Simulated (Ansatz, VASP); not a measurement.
GaN: VASP beside Ansatz

The input POSCAR:

```
GaN
1.0
    0.0000000000      2.3164048720      2.2826708204
    2.3164048720      0.0000000000      2.2826708204
    2.3164048720      2.3164048720      0.0000000000
Ga N
1 1
Direct
    0.0000000000      0.0000000000      0.0000000000
    0.7500000000      0.7500000000      0.7500000000
```

File INCAR.step1:

```
SYSTEM = GaN
ALGO = Normal ; EDIFF = 1E-4
ENCUT = 520 ; GGA = PE
ISMEAR = 0 ; LASPH = .True.
LCHARG = .False. ; LREAL = .False.
LWAVE = .True. ; NBANDS = 16
NELM = 100 ; PREC = Accurate
SIGMA = 0.05
```

Contents of INCAR.step2:

```
SYSTEM = GaN
ALGO = Normal ; EDIFF = 1E-6
ENCUT = 520 ; ISIF = 2
ISMEAR = 0 ; ISTART = 1
LASPH = .True. ; LCHARG = .False.
LMIXTAU = .True. ; LREAL = .False.
LWAVE = .False. ; METAGGA = R2SCAN
NBANDS = 16 ; NELM = 100
PREC = Accurate ; SIGMA = 0.05
```

File KPOINTS:

```
k-points
0
Gamma
  10 10 10
  0 0 0
```

Input for Ansatz:

```yaml
crystal:
  lattice:
    - [0.0, 2.316404872, 2.2826708204]
    - [2.316404872, 0.0, 2.2826708204]
    - [2.316404872, 2.316404872, 0.0]
  atoms:
    - { symbol: Ga, position: [0.0, 0.0, 0.0] }
    - { symbol: "N", position: [0.75, 0.75, 0.75] }
basis:
  ecutwfc: 500
kpoints:
  mp_grid: { grid: [10, 10, 10] }
hamiltonian:
  xc: r2scan
scf:
  occupations: { method: gaussian, width: 0.05 }
output:
  forces: true
  stress: true
  eigenvalues: true
```

Change from the starting cell: strain +0.030 along x and y, +0.015 along z, atoms carried along.

Alike in both runs: task single point; functional r2SCAN; k mesh 10 × 10 × 10; occupations gaussian, width 0.05 eV; no spin polarisation.

|  | VASP | Ansatz |
| --- | --- | --- |
| version | VASP 6.6.1 | Ansatz 0.2.0 |
| potentials or method | VASP PAW PBE potentials, release 64 (Ga_d, N), cutoff 520 eV | scalar-relativistic, plane waves, PAW |
| valence electrons in the cell | 18 | 18 |

|  | VASP | Ansatz | Ansatz less VASP |
| --- | --- | --- | --- |
| gap on the k mesh at the Fermi level (eV) | 1.62 | 1.63 | +0.005 |
| least direct gap on the mesh (eV) | 1.62 | 1.63 | +0.005 |
| pressure (GPa) | -11.5 | -12.4 | -0.94 |
| traceless stress, the component that is largest in VASP (GPa) | 1.22 | 1.29 | +0.065 |

VASP's potentials were made for PBE, not for r2SCAN. The functional is the same, so the differences come from potentials, cutoffs and numerics.
